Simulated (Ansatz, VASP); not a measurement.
# Two plane-wave programs on Pb

The input INCAR:

```
  PREC = Accurate
  ENCUT = 600
  EDIFF = 1E-6
  ISMEAR = -1
  SIGMA = 0.05
  LREAL = F
  LASPH = T
  NELM = 150
  ALGO = Normal
  ISIF = 3
  LWAVE = F
  LCHARG = F
  LNONCOLLINEAR = T
  MAGMOM = 0 0 0
  LORBIT = 11
  LSORBIT = T
  GGA_COMPAT = F
  LORBMOM = T
  GGA = PE
  IBRION = 2
  NSW = 60
  EDIFFG = -0.005
```

File KPOINTS:

```
Automatic mesh
0
Gamma
  15 15 15
```

The input POSCAR:

```
Pb
1.0
   -1.9982067259      1.9982067259      1.9982067259
    1.9982067259     -1.9982067259      1.9982067259
    1.9982067259      1.9982067259     -1.9982067259
Pb
1
Direct
    0.0000000000      0.0000000000      0.0000000000
```

Input for Ansatz:

```yaml
crystal:
  lattice:
    - [-1.9982067259, 1.9982067259, 1.9982067259]
    - [1.9982067259, -1.9982067259, 1.9982067259]
    - [1.9982067259, 1.9982067259, -1.9982067259]
  atoms:
    - { symbol: Pb, position: [0.0, 0.0, 0.0] }
kpoints:
  mp_grid: { grid: [15, 15, 15] }
scf:
  occupations: { method: fermi_dirac, width: 0.05 }
hamiltonian:
  xc: pbe
  pseudopotentials: { kind: paw_fr }
output:
  forces: true
  stress: true
relax:
  f_tol: 0.005
  max_steps: 40
  cell: {}
magnetization:
  noncollinear: true
  spin_orbit: true
```

Alike in both runs: task relaxation of cell and atoms; functional PBE; k mesh 15 × 15 × 15; occupations fermi-dirac, width 0.05 eV; non-collinear spin, spin-orbit coupling.

|  | VASP | Ansatz |
| --- | --- | --- |
| version | VASP 6.6.1 | Ansatz 0.2.0 |
| potentials or method | VASP PAW PBE potentials, release 64 (Pb_d) | PAW with Ansatz's default frozen-core files, fully relativistic files with spin-orbit coupling |
| plane-wave cutoff (eV) | 600 | 420 |
| valence electrons in the cell | 14 | 14 |

```tsv
	VASP	Ansatz	Ansatz less VASP
net moment per atom (μB)	0.00	0.00	0.000
relaxed volume (Å³/atom)	32.18	32.09	-0.084
relaxed cell length with the largest relative difference (Å)	3.471	3.468	-0.0030
```
